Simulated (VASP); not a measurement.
A run of VASP 6.6.1:

Contents of INCAR:

```
PREC     = Accurate       # precision mode
ENCUT    = 500            # plane-wave cutoff, eV
EDIFF    = 1E-7           # SCF threshold, eV
ISMEAR   = 0              # smearing method
SIGMA    = 0.1            # smearing width, eV
LREAL    = False          # projectors in reciprocal space
LASPH    = True           # aspherical terms in the spheres
NELM     = 120            # most SCF steps
ALGO     = Normal         # electronic algorithm
ISIF     = 3              # what is computed and relaxed
LWAVE    = False          # write WAVECAR
LCHARG   = False          # write CHGCAR
GGA      = CA             # functional
IBRION   = 2              # ionic algorithm
NSW      = 70             # ionic steps
EDIFFG   = -0.005         # ionic threshold
GGA_COMPAT= False        
NELMIN   = 4
```

KPOINTS

```
Automatic mesh
0
Gamma
  14 14 10
```

File POSCAR:

```
ZrHg
1.0
    3.1565298609      0.0000000000      0.0000000000
    0.0000000000      3.1565298609      0.0000000000
    0.0000000000      0.0000000000      4.3093866112
Zr Hg
1 1
Direct
    0.5000000000      0.5000000000      0.5000000000
    0.0000000000      0.0000000000      0.0000000000
```

Potentials or basis: VASP PAW LDA potentials, release 64 (Zr_sv, Hg_sv_GW).

Run with:

```console
$ cat potpaw_LDA.64/Zr_sv/POTCAR potpaw_LDA.64/Hg_sv_GW/POTCAR > POTCAR
$ mpirun -np 1 vasp_std > vasp.out
```

Hardware: 1 thread of AMD EPYC 9R45 96-Core Processor (Zen 5) (shared host).

Task: Estimate the wall time of this run.

Result: Run time: 8.1 min on 1 thread of AMD EPYC 9R45 96-Core Processor (Zen 5), with other jobs on the host, peak memory 0.31 GiB. Counts: scf iterations 80, k points 216, ion steps 9.
